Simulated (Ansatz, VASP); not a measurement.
Mo3H in VASP and in Ansatz

```xyz
4
Lattice="2.7370 0.0000 0.0000 -0.9123 2.5805 0.0000 0.0000 0.0000 21.3082" Properties=species:S:1:pos:R:3 pbc="T T T"
Mo    0.9123    1.2903    4.0000
Mo    0.0000    0.0000    6.1542
Mo    0.9123    1.2903    8.3082
H     1.8247    2.5805   10.3182
```

Alike in both runs: task single point; functional PBE; k mesh 10 × 10 × 1; occupations gaussian, width 0.1 eV; collinear spin.

```csv
,VASP,Ansatz
version,VASP 6.6.1,Ansatz 0.2.0
potentials or method,"VASP PAW PBE potentials, release 64 (Mo_sv, H), cutoff 520 eV","scalar-relativistic, plane waves, PAW"
valence electrons in the cell,43,43
```

|  | VASP | Ansatz | Ansatz less VASP |
| --- | --- | --- | --- |
| gap on the k mesh at the Fermi level (eV) | none | none | - |
| rms of the force components (eV/Å) | 0.862 | 0.857 | -0.0044 |
| net moment per atom (μB) | 0.00 | 0.00 | 0.000 |
| work function, face that differs most (eV) | 4.60 | 4.60 | +0.002 |

Atom by atom the forces differ by 0.010 eV/Å (rms over components). A gap of «none» marks a metal or a gap that the smearing closes. With one functional, cell and mesh, what is left measures potentials, basis and numerics. Ansatz's warnings: seeded moment not kept.
